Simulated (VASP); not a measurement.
# Hg (P6/mmm) in VASP: relaxation of cell and atoms with r2SCAN

Aim: the relaxation of cell and atoms of Hg with r2SCAN.

Program: VASP 6.6.1. These are calculated values, not measurements. Logs are shortened: lines on timing, memory, paths and dates and some standing lists are left out, and cuts for length are marked.

### Step 1. The cell of the first run

Symmetry: P6/mmm, No. 191, hexagonal system. Conventional cell: a = 5.467 Å, b = 5.467 Å, c = 3.185 Å, α = 90.00°, β = 90.00°, γ = 120.00°. Within 4.2 Å of Hg (site symmetry -6m2) lie 11 Hg at 3.16 to 3.54 Å. Hg (site symmetry 6/mmm) has 14 Hg at 3.19 to 3.54 Å within 4.2 Å.

### Step 2. Relaxation of cell and atoms, r2SCAN

POSCAR reads:

```
Hg
1.0
    5.4666960000      0.0000000000      0.0000000000
   -2.7333480000      4.7342980000      0.0000000000
    0.0000000000      0.0000000000      3.1852180000
Hg
3
Direct
    0.3333333333      0.6666666667      0.5000000000
    0.6666666667      0.3333333333      0.5000000000
    0.0000000000      0.0000000000      0.0000000000
```

INCAR.step1 reads:

```
  ALGO = Normal
  EDIFF = 1E-4
  ENCUT = 600
  GGA = PE
  ISMEAR = 1
  LASPH = T
  LCHARG = F
  LREAL = F
  LWAVE = T
  NELM = 80
  PREC = Accurate
  SIGMA = 0.1
```

INCAR.step2 reads:

```
  ALGO = Normal
  EDIFF = 1E-6
  EDIFFG = -0.05
  ENCUT = 600
  IBRION = 2
  ISIF = 3
  ISMEAR = 1
  ISTART = 1
  LASPH = T
  LCHARG = F
  LMIXTAU = T
  LREAL = F
  LWAVE = F
  METAGGA = R2SCAN
  NELM = 80
  NSW = 80
  PREC = Accurate
  SIGMA = 0.1
```

KPOINTS reads:

```
k-points
0
Gamma
  7 7 9
```

Potentials or basis: VASP PAW PBE potentials, release 64 (Hg).

Run with:

```
$ cat potpaw_PBE.64/Hg/POTCAR > POTCAR
$ cp INCAR.step1 INCAR
$ mpirun -np 1 vasp_std > vasp.out
$ cp INCAR.step2 INCAR
$ mpirun -np 1 vasp_std > vasp.out
```

OUTCAR:

```text
EDIFF = 1E-6
   EDIFFG = -0.05
   ENCUT = 600
   IBRION = 2
   ISIF = 3
   ISMEAR = 1
   ISTART = 1
   LASPH = T
   LREAL = F
   METAGGA = R2SCAN
   NELM = 80
   NSW = 80
   PREC = Accurate

 ion  position               nearest neighbor table
   1  0.333  0.667  0.500-   2 3.16   2 3.16   2 3.16   3 3.54   3 3.54   3 3.54   3 3.54   3 3.54
                             3 3.54
   2  0.667  0.333  0.500-   1 3.16   1 3.16   1 3.16   3 3.54   3 3.54   3 3.54   3 3.54   3 3.54
                             3 3.54
   3  0.000  0.000  0.000-   1 3.54   2 3.54   1 3.54   2 3.54   2 3.54   2 3.54   1 3.54   1 3.54
                             2 3.54   2 3.54   1 3.54   1 3.54

  LATTYP: Found a hexagonal cell.
 ALAT       =     5.4666960000
 C/A-ratio  =     0.5826587028

  Lattice vectors:

 A1 = (   5.4666960000,   0.0000000000,   0.0000000000)
 A2 = (  -2.7333480000,   4.7342980000,   0.0000000000)
 A3 = (   0.0000000000,   0.0000000000,   3.1852180000)

Analysis of symmetry for initial positions (statically):
=====================================================================
 Subroutine PRICEL returns:
 Original cell was already a primitive cell.

 Routine SETGRP: Setting up the symmetry group for a
 hexagonal supercell.

 Subroutine GETGRP returns: Found 24 space group operations
 (whereof 24 operations were pure point group operations)
 out of a pool of 24 trial point group operations.

The static configuration has the point symmetry D_6h.

Analysis of symmetry for dynamics (positions and initial velocities):
=====================================================================
 Subroutine PRICEL returns:
 Original cell was already a primitive cell.

 Routine SETGRP: Setting up the symmetry group for a
 hexagonal supercell.

 Subroutine GETGRP returns: Found 24 space group operations
 (whereof 24 operations were pure point group operations)
 out of a pool of 24 trial point group operations.

The dynamic configuration has the point symmetry D_6h.

 Subroutine INISYM returns: Found 24 space group operations
 (whereof 24 operations are pure point group operations),
 and found     1 'primitive' translations

----------------------------------------------------------------------------------------

                                     Primitive cell

  volume of cell :      82.4365

  direct lattice vectors                    reciprocal lattice vectors
     5.466696000  0.000000000  0.000000000     0.182925848  0.105612279  0.000000000
    -2.733348000  4.734298000  0.000000000     0.000000000  0.211224557  0.000000000
     0.000000000  0.000000000  3.185218000     0.000000000  0.000000000  0.313950254

  length of vectors
     5.466696000  5.466696337  3.185218000     0.211224570  0.211224557  0.313950254

  position of ions in fractional coordinates (direct lattice)
     0.333333333  0.666666667  0.500000000
     0.666666667  0.333333333  0.500000000
     0.000000000  0.000000000  0.000000000

  ion indices of the primitive-cell ions
   primitive index   ion index
                 1           1
                 2           2
                 3           3

----------------------------------------------------------------------------------------

 KPOINTS: k-points

Automatic generation of k-mesh.
 Grid dimensions read from file:
 generate k-points for:    7    7    9

 Generating k-lattice:

  Cartesian coordinates                     Fractional coordinates (reciprocal lattice)
     0.026132264  0.015087468  0.000000000     0.142857143  0.000000000  0.000000000
     0.000000000  0.030174937  0.000000000     0.000000000  0.142857143  0.000000000
     0.000000000  0.000000000  0.034883362     0.000000000  0.000000000  0.111111111

  Length of vectors
     0.030174939  0.030174937  0.034883362

  Shift w.r.t. Gamma in fractional coordinates (k-lattice)
     0.000000000  0.000000000  0.000000000

 Subroutine IBZKPT returns following result:
 ===========================================

 Found     40 irreducible k-points:

 Following reciprocal coordinates:
            Coordinates               Weight
  0.000000  0.000000  0.000000      1.000000
  0.142857  0.000000  0.000000      6.000000
  0.285714  0.000000  0.000000      6.000000
  0.428571 -0.000000  0.000000      6.000000
  0.142857  0.142857  0.000000      6.000000
  0.285714  0.142857  0.000000     12.000000
[... 16 lines left out ...]
  0.428571  0.142857  0.222222     12.000000
  0.285714  0.285714  0.222222     12.000000
 [... further k-points ...]
   k-points           NKPTS =     40   k-points in BZ     NKDIM =     40   number of bands    NBANDS=     22
   number of dos      NEDOS =    301   number of ions     NIONS =      3
   total plane-waves  NPLWV =  64512
   dimension x,y,z NGX =    48 NGY =   48 NGZ =   28
   dimension x,y,z NGXF=    96 NGYF=   96 NGZF=   56
   ions per type =               3
   NGX,Y,Z   is equivalent  to a cutoff of  14.60, 14.60, 14.61 a.u.
   NGXF,Y,Z  is equivalent  to a cutoff of  29.19, 29.19, 29.23 a.u.
 SYSTEM =  unknown system
   PREC   = accura    normal or accurate (medium, high low for compatibility)
   ISTART =      1    job   : 0-new  1-cont  2-samecut
   ICHARG =      0    charge: 1-file 2-atom 10-const
   ISPIN  =      1    spin polarized calculation?
   LNONCOLLINEAR =      F non collinear calculations
   LSORBIT =      F    spin-orbit coupling
   LASPH  =      T    aspherical Exc in radial PAW
   ENCUT  =  600.0 eV  44.10 Ry    6.64 a.u.  10.92 10.92  6.36*2*pi/ulx,y,z
   NELM   =     80;   NELMIN=  2; NELMDL=  0     # of ELM steps
   EDIFF  = 0.1E-05   stopping-criterion for ELM
   LREAL  =      F    real-space projection
   EDIFFG = -.5E-01   stopping-criterion for IOM
   NSW    =     80    number of steps for IOM
   IBRION =      2    ionic relax: 0-MD 1-quasi-New 2-CG
   NFREE  =      1    steps in history (QN), initial steepest desc. (CG)
   ISIF   =      3    stress and relaxation
   ISYM   =      2    0-nonsym 1-usesym 2-fastsym
   POTIM  = 0.5000    time-step for ionic-motion
   TEBEG  =    0.0;   TEEND  =   0.0 temperature during run
   PSTRESS=    0.0 pullay stress
   NELECT =      36.0000    total number of electrons
   NUPDOWN=      -1.0000    fix difference up-down
   EMIN   =  10.00;   EMAX   =-10.00  energy-range for DOS
   EFERMI =   0.00;   METHOD = LEGACY
   ISMEAR =     1;   SIGMA  =   0.10  broadening in eV -4-tet -1-fermi 0-gaus
   EFERMI_NEDOS =   21; number of points for ismear=-14 and -15
   IALGO  =     38    algorithm
   IMIX   =      4    mixing-type and parameters
     AMIX     =   0.40;   BMIX     =  1.00
     AMIX_MAG =   1.60;   BMIX_MAG =  1.00
  volume/ion in A,a.u.               =      27.48       185.44
  Fermi-wavevector in a.u.,A,eV,Ry     =   1.242041  2.347116 20.989228  1.542665
  Thomas-Fermi vector in A             =   2.376412
   LORBIT       =      0    0 simple, 1 ext, 2 COOP (PROOUT), +10 PAW based schemes
   METAGGA = R2SCAN    functional components
   LHFCALC =     F    Hartree Fock is set to
   AEXX    =    0.0000 exact exchange contribution
   IVDW    =     0    specifies the selected vdW correction
   LEPSILON=     F    determine dielectric tensor
   LRPA    =     F    only Hartree local field effects (RPA)
 conjugate gradient relaxation of ions
 non-spin polarized calculation
 Methfessel and Paxton  Order N= 1 SIGMA  =   0.10
  energy-cutoff  :      600.00
  volume of cell :       82.44
 maximum number of plane-waves:      2771
 NGX is ok and might be reduce to    48
   NGX = 21   NGY = 21   NGZ = 13

 number of electron      35.9999997 magnetization

 Free energy of the ion-electron system (eV)
  ---------------------------------------------------
  ext. energy  EPLUGINS =         0.00000000
  ---------------------------------------------------
  free energy    TOTEN  =      -148.09976909 eV

  energy without entropy =     -148.09918880  energy(sigma->0) =     -148.09957566

 E-fermi :   1.6540     XC(G=0): -10.5594

 val. band max:        1.3712950529   @ k =   0.2857   0.0000   0.0000
 cond. band min:       1.6777610721   @ k =   0.2857   0.0000   0.1111
 fundamental gap:      0.3064660192
 Fermi energy:         1.6539598687

 k-point     1 :       0.0000    0.0000    0.0000
  band No.  band energies     occupation
      1      -6.5831      2.00000
      2      -6.2140      2.00000
      3      -5.8254      2.00000
      4      -5.6498      2.00000
      5      -5.4500      2.00000
      6      -5.4500      2.00000
[... 14 lines left out ...]
     21       3.6187     -0.00000
     22       3.6187     -0.00000

 k-point     2 :       0.1429    0.0000    0.0000
  band No.  band energies     occupation
      1      -6.4291      2.00000
      2      -6.1905      2.00000
      3      -5.8481      2.00000
      4      -5.6964      2.00000
      5      -5.5709      2.00000
      6      -5.5622      2.00000
[... 14 lines left out ...]
     21       5.0611      0.00000
     22       5.4842      0.00000

 k-point     3 :       0.2857    0.0000    0.0000
  band No.  band energies     occupation
      1      -6.1284      2.00000
      2      -6.0701      2.00000
      3      -5.9171      2.00000
      4      -5.8604      2.00000
      5      -5.6764      2.00000
      6      -5.6093      2.00000
[... 14 lines left out ...]
     21       6.7418      0.00000
     22       7.8562      0.00000

 k-point     4 :       0.4286   -0.0000    0.0000
  band No.  band energies     occupation
      1      -6.1017      2.00000
      2      -6.0441      2.00000
      3      -5.9571      2.00000
      4      -5.8106      2.00000
      5      -5.7289      2.00000
      6      -5.4398      2.00000
[... 14 lines left out ...]
     21       8.5922      0.00000
     22       8.6547      0.00000

 k-point     5 :       0.1429    0.1429    0.0000
  band No.  band energies     occupation
      1      -6.1703      2.00000
      2      -6.1476      2.00000
      3      -5.8847      2.00000
      4      -5.8054      2.00000
      5      -5.6989      2.00000
      6      -5.6183      2.00000
[... 417 lines left out ...]
 k-point    22 :       0.2857    0.1429    0.2222
  band No.  band energies     occupation
      1      -5.9042      2.00000
      2      -5.7393      2.00000
      3      -5.7324      2.00000
      4      -5.5915      2.00000
      5      -5.4390      2.00000
      6      -5.3309      2.00000
[... 14 lines left out ...]
     21       6.9455      0.00000
     22       8.3881      0.00000

 k-point    23 :       0.4286    0.1429    0.2222
  band No.  band energies     occupation
      1      -5.9242      2.00000
      2      -5.7453      2.00000
      3      -5.7157      2.00000
      4      -5.5912      2.00000
      5      -5.4375      2.00000
      6      -5.3631      2.00000
[... 14 lines left out ...]
     21       6.8148      0.00000
     22       8.2492      0.00000

 k-point    24 :       0.2857    0.2857    0.2222
  band No.  band energies     occupation
      1      -5.9356      2.00000
      2      -5.7294      2.00000
      3      -5.7262      2.00000
      4      -5.6006      2.00000
      5      -5.4269      2.00000
      6      -5.3920      2.00000
[... 14 lines left out ...]
     21       7.0096      0.00000
     22       7.6676      0.00000

 [... further k-points ...]
[... 5 lines left out ...]
  --------------------------------------------------------------------------------------
  -------------------------------------------------------------------------------------
  Total       -0.0892880     -0.0892881     -0.1192543     -0.0000000      0.0000000     -0.0000000
  in kB       -1.7353385     -1.7353388     -2.3177415     -0.0000000      0.0000000     -0.0000000
  external PRESSURE =      -1.9294730 kB  Pullay stress =       0.0000000 kB

 VOLUME and BASIS-vectors are now :
 -----------------------------------------------------------------------------
  energy-cutoff  :      600.00
  volume of cell :       82.44
      direct lattice vectors                 reciprocal lattice vectors
     5.466696000  0.000000000  0.000000000     0.182925848  0.105612279  0.000000000
    -2.733348000  4.734298000  0.000000000     0.000000000  0.211224557  0.000000000
     0.000000000  0.000000000  3.185218000     0.000000000  0.000000000  0.313950254

 POSITION                                       TOTAL-FORCE (eV/Angst)
 -----------------------------------------------------------------------------------
     -0.00000      3.15620      1.59261         0.000000     -0.000000     -0.000000
      2.73335      1.57810      1.59261        -0.000000      0.000000      0.000000
      0.00000      0.00000      0.00000        -0.000000      0.000000      0.000000
 -----------------------------------------------------------------------------------
    total drift:                               -0.000000      0.000000     -0.000000

  FREE ENERGIE OF THE ION-ELECTRON SYSTEM (eV)
  ---------------------------------------------------
  free  energy   TOTEN  =      -148.0997690863 eV

  energy  without entropy=     -148.0991888010  energy(sigma->0) =     -148.09957566

 reached required accuracy - stopping structural energy minimisation
```

It took 6.6 min on 1 thread of Intel Xeon 8259CL, shared host; peak memory 0.29 GiB.

What came out:

```yaml
Free_energy: -148.0998 eV
Pressure_after_relaxing: -0.2 GPa
Band_gap_on_the_k_mesh: zero (band 18 reaches 3.16 eV, above the bottom of band 19 at 0.84 eV)
```

Final structure:
```
CELL_PARAMETERS angstrom
5.46670 0.00000 0.00000
-2.73335 4.73430 0.00000
0.00000 0.00000 3.18522
ATOMIC_POSITIONS crystal
Hg 0.33333 0.66667 0.50000
Hg 0.66667 0.33333 0.50000
Hg 0.00000 0.00000 0.00000
```

Levels at points of the mesh, in eV from the Fermi level:
```csv
k point,band 16,band 17,band 18,band 19,band 20,band 21
"(0.00, 0.00, 0.00)",-6.17,-1.65,-1.28,1.87,1.87,1.96
```

Caveat: the relaxation stopped at its first step, so nothing moved; the PAW data sets were made with another functional, which shifts forces and pressure a little; spin-orbit coupling is left out, which moves the levels of the heavy elements.
